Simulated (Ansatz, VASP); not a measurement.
# One calculation of GePt, two programs

```
Ge Pt
1.0
     5.83666    0.00000    0.00000
     0.00000    3.74621    0.00000
     0.00000    0.00000    6.17740
Ge Pt
4 4
Direct
  0.81432 0.75000 0.58745
  0.18568 0.25000 0.41255
  0.31432 0.75000 0.91255
  0.68568 0.25000 0.08745
  0.00243 0.75000 0.19213
  0.99757 0.25000 0.80787
  0.50243 0.75000 0.30787
  0.49757 0.25000 0.69213
```

Alike in both runs: functional PBE; k mesh 4 × 6 × 4; occupations gaussian, width 0.1 eV; no spin polarisation.

Ansatz relaxed the structure, and its values are those at the end. VASP's run is a single point on that final structure, the one shown.

|  | VASP | Ansatz |
| --- | --- | --- |
| version | VASP 6.6.1 | Ansatz 0.2.0 |
| potentials or method | VASP PAW PBE potentials, release 64 (Ge_d, Pt), cutoff 520 eV | scalar-relativistic, plane waves, PAW |
| valence electrons in the cell | 96 | 128 |

|  | VASP | Ansatz | Ansatz less VASP |
| --- | --- | --- | --- |
| gap on the k mesh at the Fermi level (eV) | none | none | - |
| pressure (GPa) | -0.2 | -0.2 | +0.03 |
| rms of the force components (eV/Å) | 0.010 | 0.009 | -0.0014 |

A gap of «none» marks a metal or a gap that the smearing closes. VASP's potentials hold 96 valence electrons a cell and Ansatz's 128, so a difference there can come from the potentials and not from the codes.

Spin-orbit coupling is off throughout.
